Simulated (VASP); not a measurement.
# MgIn2N2 (R-3m) in VASP: a series of runs

Aim: see how the results for MgIn2N2 move with the level of theory and the settings. Levels: r2SCAN, PBE. Tasks: single point.

Everything below comes from runs of VASP 6.6.1. Logs are shortened: lines on timing, memory, paths and dates and some standing lists are left out, and cuts for length are marked.

## 1. The cell of the first run

It takes space group R-3m (No. 166, trigonal). The conventional cell has a = 3.338 Å, b = 3.338 Å, c = 23.309 Å, α = 90.00°, β = 90.00°, γ = 120.00°. Within 3.2 Å of Mg (site symmetry -3m) lie 6 N at 2.33 Å and 6 In at 3.13 Å. In (site symmetry 3m) has 3 N at 2.24 Å and 1 In at 2.84 Å within 3.0 Å. N (site symmetry 3m) has 3 In at 2.24 Å and 3 Mg at 2.33 Å within 3.0 Å.

## 2. Single point, r2SCAN (14.99 Å³/atom)

The input, POSCAR:

```
MgIn2N2
1.0
    1.6689721624      0.9635815273      7.7696753839
   -1.6689721624      0.9635815273      7.7696753839
    0.0000000000     -1.9271630545      7.7696753839
Mg In N
1 2 2
Direct
    0.0000000000      0.0000000000      0.0000000000
    0.4391451762      0.4391451762      0.4391451762
    0.5608548238      0.5608548238      0.5608548238
    0.2768625335      0.2768625335      0.2768625335
    0.7231374665      0.7231374665      0.7231374665
```

The input, INCAR.step1:

```
PREC = Accurate ; ENCUT = 520
ISMEAR = 0 ; SIGMA = 0.01
LREAL = False ; LASPH = True
NELM = 80 ; NBANDS = 27
GGA = PE ; ALGO = Normal
EDIFF = 1E-4 ; LWAVE = True
LCHARG = False
```

The input, INCAR.step2:

```
PREC = Accurate ; ENCUT = 520
EDIFF = 1E-6 ; ISMEAR = 0
SIGMA = 0.01 ; LREAL = False
LASPH = True ; NELM = 80
ALGO = Normal ; ISIF = 2
LWAVE = False ; LCHARG = True
METAGGA = R2SCAN ; LMIXTAU = True
LELF = True ; LVHAR = True
NBANDS = 27 ; ISTART = 1
```

The input, KPOINTS:

```
regular mesh
0
Gamma
  8 8 8
```

Potentials or basis: VASP PAW PBE potentials, release 64 (Mg, In_d, N).

Started as:

```bash
$ cat potpaw_PBE.64/Mg/POTCAR potpaw_PBE.64/In_d/POTCAR potpaw_PBE.64/N/POTCAR > POTCAR
$ cp INCAR.step1 INCAR
$ mpirun -np 1 vasp_std > vasp.out
$ cp INCAR.step2 INCAR
$ mpirun -np 1 vasp_std > vasp.out
```

OUTCAR:

```text
PREC = Accurate
   ENCUT = 520
   EDIFF = 1E-6
   ISMEAR = 0
   LREAL = False
   LASPH = True
   NELM = 80
   ISIF = 2
   METAGGA = R2SCAN
   ISTART = 1

 ion  position               nearest neighbor table
   1  0.000  0.000  0.000-   5 2.33   5 2.33   4 2.33   4 2.33   5 2.33   4 2.33   2 3.13   3 3.13
                             2 3.13   3 3.13   2 3.13   3 3.13
   2  0.439  0.439  0.439-   5 2.24   5 2.24   5 2.24   3 2.84   1 3.13   1 3.13   1 3.13
   3  0.561  0.561  0.561-   4 2.24   4 2.24   4 2.24   2 2.84   1 3.13   1 3.13   1 3.13
   4  0.277  0.277  0.277-   3 2.24   3 2.24   3 2.24   1 2.33   1 2.33   1 2.33
   5  0.723  0.723  0.723-   2 2.24   2 2.24   2 2.24   1 2.33   1 2.33   1 2.33

  LATTYP: Found a trigonal (rhomboedric) cell.
 ALAT       =     8.0051116800
 COS(alpha) =     0.9130652537

  Lattice vectors:

 A1 = (   1.6689721624,   0.9635815273,   7.7696753839)
 A2 = (  -1.6689721624,   0.9635815273,   7.7696753839)
 A3 = (   0.0000000000,  -1.9271630545,   7.7696753839)

Analysis of symmetry for initial positions (statically):
=====================================================================
 Subroutine PRICEL returns:
 Original cell was already a primitive cell.

 Routine SETGRP: Setting up the symmetry group for a
 trigonal (rhombohedral) supercell.

 Subroutine GETGRP returns: Found 12 space group operations
 (whereof 12 operations were pure point group operations)
 out of a pool of 12 trial point group operations.

The static configuration has the point symmetry D_3d.

Analysis of symmetry for dynamics (positions and initial velocities):
=====================================================================
 Subroutine PRICEL returns:
 Original cell was already a primitive cell.

 Routine SETGRP: Setting up the symmetry group for a
 trigonal (rhombohedral) supercell.

 Subroutine GETGRP returns: Found 12 space group operations
 (whereof 12 operations were pure point group operations)
 out of a pool of 12 trial point group operations.

The dynamic configuration has the point symmetry D_3d.

 Subroutine INISYM returns: Found 12 space group operations
 (whereof 12 operations are pure point group operations),
 and found     1 'primitive' translations

----------------------------------------------------------------------------------------

                                     Primitive cell

  volume of cell :      74.9707

  direct lattice vectors                    reciprocal lattice vectors
     1.668972162  0.963581527  7.769675384     0.299585584  0.172965818  0.042901835
    -1.668972162  0.963581527  7.769675384    -0.299585584  0.172965818  0.042901835
     0.000000000 -1.927163055  7.769675384     0.000000000 -0.345931635  0.042901835

  length of vectors
     8.005111680  8.005111680  8.005111680     0.348581789  0.348581789  0.348581789

  position of ions in fractional coordinates (direct lattice)
     0.000000000  0.000000000  0.000000000
     0.439145176  0.439145176  0.439145176
     0.560854824  0.560854824  0.560854824
     0.276862534  0.276862534  0.276862534
     0.723137466  0.723137466  0.723137466

  ion indices of the primitive-cell ions
   primitive index   ion index
                 1           1
                 2           2
                 3           3
                 4           4
                 5           5

----------------------------------------------------------------------------------------

 KPOINTS: regular mesh

Automatic generation of k-mesh.
 Grid dimensions read from file:
 generate k-points for:    8    8    8

 Generating k-lattice:

  Cartesian coordinates                     Fractional coordinates (reciprocal lattice)
     0.037448198  0.021620727  0.005362729     0.125000000  0.000000000  0.000000000
    -0.037448198  0.021620727  0.005362729     0.000000000  0.125000000  0.000000000
     0.000000000 -0.043241454  0.005362729    -0.000000000 -0.000000000  0.125000000

  Length of vectors
     0.043572724  0.043572724  0.043572724

  Shift w.r.t. Gamma in fractional coordinates (k-lattice)
[... 50 lines left out ...]
 cond. band min:       6.9146001939   @ k =   0.5000   0.5000   0.5000
 fundamental gap:      0.4895399687
 Fermi energy:         6.4903802994

 k-point     1 :       0.0000    0.0000    0.0000
  band No.  band energies     occupation
      1      -8.9262      2.00000
      2      -8.4744      2.00000
      3      -8.0518      2.00000
      4      -7.8828      2.00000
      5      -7.8828      2.00000
      6      -7.8651      2.00000
[... 19 lines left out ...]
     26      17.6215      0.00000
     27      17.6215      0.00000

 k-point     2 :       0.1250    0.0000    0.0000
  band No.  band energies     occupation
      1      -8.9378      2.00000
      2      -8.5873      2.00000
      3      -8.0496      2.00000
      4      -7.8361      2.00000
      5      -7.8272      2.00000
      6      -7.8054      2.00000
[... 19 lines left out ...]
     26      16.4322      0.00000
     27      17.8639      0.00000

 k-point     3 :       0.2500    0.0000    0.0000
  band No.  band energies     occupation
      1      -8.9916      2.00000
      2      -8.7877      2.00000
      3      -8.0080      2.00000
      4      -7.8285      2.00000
      5      -7.7907      2.00000
      6      -7.7429      2.00000
[... 19 lines left out ...]
     26      15.8990      0.00000
     27      16.1780      0.00000

 k-point     4 :       0.3750   -0.0000    0.0000
  band No.  band energies     occupation
      1      -9.0496      2.00000
      2      -8.9572      2.00000
      3      -7.9683      2.00000
      4      -7.8900      2.00000
      5      -7.8004      2.00000
      6      -7.7573      2.00000
[... 19 lines left out ...]
     26      15.6565      0.00000
     27      16.3904      0.00000
[... 516 lines left out ...]
      4      -7.8827      2.00000
      5      -7.8827      2.00000
      6      -7.8653      2.00000
[... 19 lines left out ...]
     26      17.5609      0.00000
     27      17.5609      0.00000

 k-point    23 :       0.2500    0.1250    0.1250
  band No.  band energies     occupation
      1      -8.9328      2.00000
      2      -8.5960      2.00000
      3      -8.0408      2.00000
      4      -7.8358      2.00000
      5      -7.8276      2.00000
      6      -7.8118      2.00000
[... 19 lines left out ...]
     26      16.3919      0.00000
     27      17.8266      0.00000

 k-point    24 :       0.3750    0.1250    0.1250
  band No.  band energies     occupation
      1      -8.9842      2.00000
      2      -8.7972      2.00000
      3      -8.0061      2.00000
      4      -7.8280      2.00000
      5      -7.7910      2.00000
      6      -7.7456      2.00000
[... 19 lines left out ...]
     26      15.9728      0.00000
     27      16.2040      0.00000

 [... further k-points ...]

------------------------ aborting loop because EDIFF is reached ----------------------------------------

  FORCE on cell =-STRESS in cart. coord.  units (eV):
  Direction    XX          YY          ZZ          XY          YZ          ZX
  --------------------------------------------------------------------------------------
  -------------------------------------------------------------------------------------
  Total       -1.5868438     -1.5868438     -1.6466741      0.0000000     -0.0000000      0.0000000
  in kB      -33.9119746    -33.9119746    -35.1905908      0.0000000     -0.0000000      0.0000000
  external PRESSURE =     -34.3381800 kB  Pullay stress =       0.0000000 kB

 VOLUME and BASIS-vectors are now :
 -----------------------------------------------------------------------------
  energy-cutoff  :      520.00
  volume of cell :       74.97
      direct lattice vectors                 reciprocal lattice vectors
     1.668972162  0.963581527  7.769675384     0.299585584  0.172965818  0.042901835
    -1.668972162  0.963581527  7.769675384    -0.299585584  0.172965818  0.042901835
     0.000000000 -1.927163055  7.769675384     0.000000000 -0.345931635  0.042901835

 POSITION                                       TOTAL-FORCE (eV/Angst)
 -----------------------------------------------------------------------------------
      0.00000      0.00000      0.00000         0.000000      0.000000      0.000000
      0.00000      0.00000     10.23605         0.000000     -0.000000     -0.165345
      0.00000      0.00000     13.07298         0.000000      0.000000      0.165345
      0.00000      0.00000      6.45340         0.000000     -0.000000     -0.077511
      0.00000      0.00000     16.85563         0.000000      0.000000      0.077511
 -----------------------------------------------------------------------------------
    total drift:                                0.000000     -0.000000      0.000000

  FREE ENERGIE OF THE ION-ELECTRON SYSTEM (eV)
  ---------------------------------------------------
  free  energy   TOTEN  =       -69.3908829921 eV

  energy  without entropy=      -69.3908829921  energy(sigma->0) =      -69.39088299
```

Run time: 26 min. Hardware: 1 thread of Intel Xeon 6975P-C (Granite Rapids), shared host; peak memory 0.62 GiB.

What came out:

| Property | Result |
| --- | --- |
| Free energy | -69.3909 eV |
| Pressure | -3.4 GPa |
| Largest force | 0.165 eV/Å |
| Band gap on the k mesh | 0.49 eV (least direct gap 0.52 eV) |

Forces in eV/Å, atoms in the order of the input:
```
Mg   0.000  0.000  0.000
In   0.000  0.000 -0.165
In   0.000  0.000  0.165
N    0.000  0.000 -0.078
N    0.000  0.000  0.078
```

Caveat: the cell stands under tension; the PAW data sets were made with another functional, which shifts forces and pressure a little; spin-orbit coupling is left out, which moves the levels of the heavy elements. A k mesh can miss the band edges.

## 3. Single point, r2SCAN (15.43 Å³/atom)

This run uses another cell than the first one, of 15.43 Å³/atom.

POSCAR, as its differences from that of step 2:

```diff
@@ -2,5 +2,5 @@
 1.0
-    1.6689721624      0.9635815273      7.7696753839
-   -1.6689721624      0.9635815273      7.7696753839
-    0.0000000000     -1.9271630545      7.7696753839
+    1.6850209562      0.9728473027      7.8443883843
+   -1.6850209562      0.9728473027      7.8443883843
+    0.0000000000     -1.9456946053      7.8443883843
 Mg In N
```

The input, INCAR.step1:

```
PREC     = Accurate       # precision mode
ENCUT    = 520            # plane-wave cutoff, eV
ISMEAR   = 0              # smearing method
SIGMA    = 0.01           # smearing width, eV
LREAL    = F              # projectors in reciprocal space
LASPH    = T              # aspherical terms in the spheres
NELM     = 80             # most SCF steps
NBANDS   = 27             # bands
GGA      = PE             # functional
ALGO     = Normal         # electronic algorithm
EDIFF    = 1E-4           # SCF threshold, eV
LWAVE    = T              # write WAVECAR
LCHARG   = F              # write CHGCAR
```

The input, INCAR.step2:

```
PREC     = Accurate       # precision mode
ENCUT    = 520            # plane-wave cutoff, eV
EDIFF    = 1E-6           # SCF threshold, eV
ISMEAR   = 0              # smearing method
SIGMA    = 0.01           # smearing width, eV
LREAL    = F              # projectors in reciprocal space
LASPH    = T              # aspherical terms in the spheres
NELM     = 80             # most SCF steps
ALGO     = Normal         # electronic algorithm
ISIF     = 2              # what is computed and relaxed
LWAVE    = F              # write WAVECAR
LCHARG   = F              # write CHGCAR
METAGGA  = R2SCAN         # meta-GGA
LMIXTAU  = T            
NBANDS   = 27             # bands
ISTART   = 1
```

The input, KPOINTS:

```
Automatic mesh
0
Gamma
  8 8 8
```

Potentials or basis: VASP PAW PBE potentials, release 64 (Mg, In_d, N).

Started as:

```bash
$ cat potpaw_PBE.64/Mg/POTCAR potpaw_PBE.64/In_d/POTCAR potpaw_PBE.64/N/POTCAR > POTCAR
$ cp INCAR.step1 INCAR
$ mpirun -np 1 vasp_std > vasp.out
$ cp INCAR.step2 INCAR
$ mpirun -np 1 vasp_std > vasp.out
```

Run time: 26 min. Hardware: 1 thread of Intel Xeon 6975P-C (Granite Rapids), shared host; peak memory 0.61 GiB.

It converged, with:

| Quantity | Value |
| --- | --- |
| Free energy | -69.3254 eV |
| Pressure | -6.4 GPa |
| Largest force | 0.333 eV/Å |
| Band gap on the k mesh | 0.36 eV (least direct gap 0.38 eV) |

Forces on the atoms (eV/Å):
```
Mg   0.000  0.000  0.000
In   0.000  0.000 -0.333
In   0.000  0.000  0.333
N    0.000  0.000 -0.203
N    0.000  0.000  0.203
```

Levels at points of the mesh, in eV from the valence-band top:
```
           k point  band 16  band 17  band 18  band 19  band 20  band 21  band 22  band 23
(0.00, 0.00, 0.00)    -0.64    -0.64    -0.37    -0.37     2.21     3.28     6.03     9.21
(0.50, 0.00, 0.00)    -2.56    -1.68    -1.38    -0.72     2.42     3.05     3.90     6.96
(0.50, 0.50, 0.00)    -2.28    -1.78    -1.53    -1.27     1.49     3.96     4.77     6.75
(0.50, 0.50, 0.50)    -0.67    -0.35    -0.35    -0.02     0.36     3.74     6.48     9.48
```

Caveat: the cell stands under tension; the PAW data sets were made with another functional, which shifts forces and pressure a little; spin-orbit coupling is left out, which moves the levels of the heavy elements.

## 4. Single point, PBE

This run uses another cell than the first one, of 14.56 Å³/atom.

The input, INCAR:

```
SYSTEM = MgIn2N2
  PREC = Accurate
  ENCUT = 520
  EDIFF = 1E-6
  ISMEAR = 0
  SIGMA = 0.01
  LREAL = .FALSE.
  LASPH = .TRUE.
  NELM = 80
  ALGO = Normal
  ISIF = 2
  LWAVE = .FALSE.
  LCHARG = .FALSE.
  GGA = PE
  NBANDS = 27
```

The input, KPOINTS:

```
regular mesh
0
G
  10 10 10
  0 0 0
```

POSCAR, as its differences from that of step 3:

```diff
@@ -2,5 +2,5 @@
 1.0
-    1.6850209562      0.9728473027      7.8443883843
-   -1.6850209562      0.9728473027      7.8443883843
-    0.0000000000     -1.9456946053      7.8443883843
+    1.6526086365      0.9541340411      7.6934971901
+   -1.6526086365      0.9541340411      7.6934971901
+    0.0000000000     -1.9082680822      7.6934971901
 Mg In N
```

Started as:

```bash
$ cat potpaw_PBE.64/Mg/POTCAR potpaw_PBE.64/In_d/POTCAR potpaw_PBE.64/N/POTCAR > POTCAR
$ mpirun -np 1 vasp_std > vasp.out
```

Wall time 8.5 min (1 thread of Intel Xeon 6975P-C (Granite Rapids), shared host); peak memory 0.6 GiB.

The run converged. Its results:

```yaml
Free_energy: -24.1028 eV
Pressure: 3.4 GPa
Largest_force: 0.235 eV/Å
Band_gap_on_the_k_mesh: 0.24 eV (least direct gap 0.29 eV)
```

Forces on the atoms (eV/Å):
```
Mg   0.000  0.000  0.000
In   0.000  0.000  0.232
In   0.000  0.000 -0.232
N    0.000  0.000  0.235
N    0.000  0.000 -0.235
```

Stress tensor (GPa, compression positive):
```
3.49 0.00 0.00
0.00 3.49 0.00
0.00 0.00 3.30
```

Levels at points of the mesh, in eV from the valence-band top:
```
           k point  band 17  band 18  band 19  band 20  band 21  band 22
(0.00, 0.00, 0.00)    -0.65    -0.37    -0.37     2.06     3.11     5.69
(0.50, 0.00, 0.00)    -1.72    -1.42    -0.72     2.23     2.94     3.60
(0.50, 0.50, 0.00)    -1.82    -1.59    -1.30     1.24     3.91     4.48
(0.50, 0.50, 0.50)    -0.35    -0.35    -0.05     0.24     3.46     6.22
```

Caveat: the cell stands under pressure; spin-orbit coupling is left out, which moves the levels of the heavy elements.

## 5. Single point, r2SCAN

This run uses another cell than the first one, of 14.56 Å³/atom.

POSCAR is that of step 4.

The input, INCAR.step1:

```
SYSTEM = MgIn2N2
ALGO     = Normal         ! electronic algorithm
EDIFF    = 1E-4           ! SCF threshold, eV
ENCUT    = 520            ! plane-wave cutoff, eV
GGA      = PE             ! functional
ISMEAR   = 0              ! smearing method
LASPH    = .True.         ! aspherical terms in the spheres
LCHARG   = .False.        ! write CHGCAR
LREAL    = .False.        ! projectors in reciprocal space
LWAVE    = .True.         ! write WAVECAR
NBANDS   = 27             ! bands
NELM     = 60             ! most SCF steps
PREC     = Accurate       ! precision mode
SIGMA    = 0.01           ! smearing width, eV
```

The input, INCAR.step2:

```
SYSTEM = MgIn2N2
ALGO     = Normal         ! electronic algorithm
EDIFF    = 1E-6           ! SCF threshold, eV
ENCUT    = 520            ! plane-wave cutoff, eV
ISIF     = 2              ! what is computed and relaxed
ISMEAR   = 0              ! smearing method
ISTART   = 1            
LASPH    = .True.         ! aspherical terms in the spheres
LCHARG   = .True.         ! write CHGCAR
LELF     = .True.         ! ELF
LMIXTAU  = .True.       
LREAL    = .False.        ! projectors in reciprocal space
LVHAR    = .True.       
LWAVE    = .False.        ! write WAVECAR
METAGGA  = R2SCAN         ! meta-GGA
NBANDS   = 27             ! bands
NELM     = 60             ! most SCF steps
PREC     = Accurate       ! precision mode
SIGMA    = 0.01           ! smearing width, eV
```

The input, KPOINTS:

```
k-points
0
Gamma
  10 10 10
  0 0 0
```

Started as:

```bash
$ cat potpaw_PBE.64/Mg/POTCAR potpaw_PBE.64/In_d/POTCAR potpaw_PBE.64/N/POTCAR > POTCAR
$ cp INCAR.step1 INCAR
$ mpirun -np 1 vasp_std > vasp.out
$ cp INCAR.step2 INCAR
$ mpirun -np 1 vasp_std > vasp.out
```

Wall time 59 min (1 thread of Intel Xeon 6975P-C (Granite Rapids), shared host); peak memory 0.69 GiB.

It converged, with:

* Free energy: -69.4129 eV
* Pressure: 0.1 GPa
* Largest force: 0.066 eV/Å
* Band gap on the k mesh: 0.62 eV (least direct gap 0.66 eV)

Forces on the atoms (eV/Å):
```
Mg   0.000  0.000  0.000
In   0.000  0.000  0.024
In   0.000  0.000 -0.024
N    0.000  0.000  0.066
N    0.000  0.000 -0.066
```

Stress tensor (GPa, compression positive):
```
 0.16  0.00  0.00
 0.00  0.16  0.00
 0.00  0.00 -0.06
```

Levels at points of the mesh, in eV from the valence-band top:
```csv
k point,band 17,band 18,band 19,band 20,band 21,band 22
"(0.00, 0.00, 0.00)",-0.69,-0.39,-0.39,2.40,3.63,6.28
"(0.50, 0.00, 0.00)",-1.78,-1.48,-0.75,2.49,3.45,4.09
"(0.50, 0.50, 0.00)",-1.89,-1.60,-1.36,1.52,4.38,5.01
"(0.50, 0.50, 0.50)",-0.37,-0.37,-0.04,0.62,4.00,6.85
```

Caveat: the PAW data sets were made with another functional, which shifts forces and pressure a little; spin-orbit coupling is left out, which moves the levels of the heavy elements.

## 6. Summary

```tsv
level	cell	k mesh	gap on the mesh (eV)	pressure (GPa)	largest force (eV/Å)
r2SCAN	a = 8.005 Å, angles 24.1°, 5 atoms	8 × 8 × 8	0.49	-3.4	0.17
r2SCAN	a = 8.082 Å, angles 24.1°, 5 atoms	8 × 8 × 8	0.36	-6.4	0.33
PBE	a = 7.927 Å, angles 24.1°, 5 atoms	10 × 10 × 10	0.24	3.4	0.24
r2SCAN	a = 7.927 Å, angles 24.1°, 5 atoms	10 × 10 × 10	0.62	0.1	0.07
```

Alike in all rows: task single point; potentials or basis VASP PAW PBE potentials, release 64 (Mg, In_d, N); no spin polarisation; cutoff (eV) 520; smearing gaussian 0.01 eV.

Caveats: spin-orbit coupling is left out, which moves the levels of the heavy elements; the PAW data sets were made with another functional, which shifts forces and pressure a little (at least some runs); the cell stands under tension (at least some runs); the cell stands under pressure (at least some runs).

Total energies depend on the potentials used, so only differences within one code and one set of settings carry meaning.
